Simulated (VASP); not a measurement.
A run of VASP 6.6.1 is set up as follows.

POSCAR

```
Re
1.0
    4.3554152738      0.0000000000      0.0000000000
   -2.1777076369      3.7719002711      0.0000000000
    0.0000000000      0.0000000000      2.7268875601
Re
3
Direct
    1.0000000000      1.0000000000      0.0000000000
    0.3333333333      0.6666666667      0.5000000000
    0.6666666667      0.3333333333      0.5000000000
```

File INCAR.step1:

```
ALGO = Normal
EDIFF = 1E-4
ENCUT = 520
GGA = PE
ISMEAR = -1
LASPH = True
LCHARG = False
LREAL = False
LWAVE = True
NBANDS = 18
NELM = 80
PREC = Accurate
SIGMA = 0.1
```

The input INCAR.step2:

```
ALGO = Normal
EDIFF = 1E-6
ENCUT = 520
ISIF = 2
ISMEAR = -1
ISTART = 1
LASPH = True
LCHARG = True
LELF = True
LMIXTAU = True
LREAL = False
LVHAR = True
LWAVE = False
METAGGA = R2SCAN
NBANDS = 18
NELM = 80
PREC = Accurate
SIGMA = 0.1
```

Contents of KPOINTS:

```
k-points
0
Gamma
  11 11 15
```

Potentials or basis: VASP PAW PBE potentials, release 64 (Re).

Run with:

```sh
$ cat potpaw_PBE.64/Re/POTCAR > POTCAR
$ cp INCAR.step1 INCAR
$ mpirun -np 1 vasp_std > vasp.out
$ cp INCAR.step2 INCAR
$ mpirun -np 1 vasp_std > vasp.out
```

What does it give for the band gap on the k mesh?

Zero (an odd number of electrons rules out a gap without spin polarisation).

What does it give for the pressure?

-0.3 GPa.

Stress tensor (GPa, compression positive):
```
-0.42  0.00  0.00
 0.00 -0.42  0.00
 0.00  0.00 -0.10
```

Caveat: the PAW data sets were made with another functional, which shifts forces and pressure a little; spin-orbit coupling is left out, which moves the levels of the heavy elements.
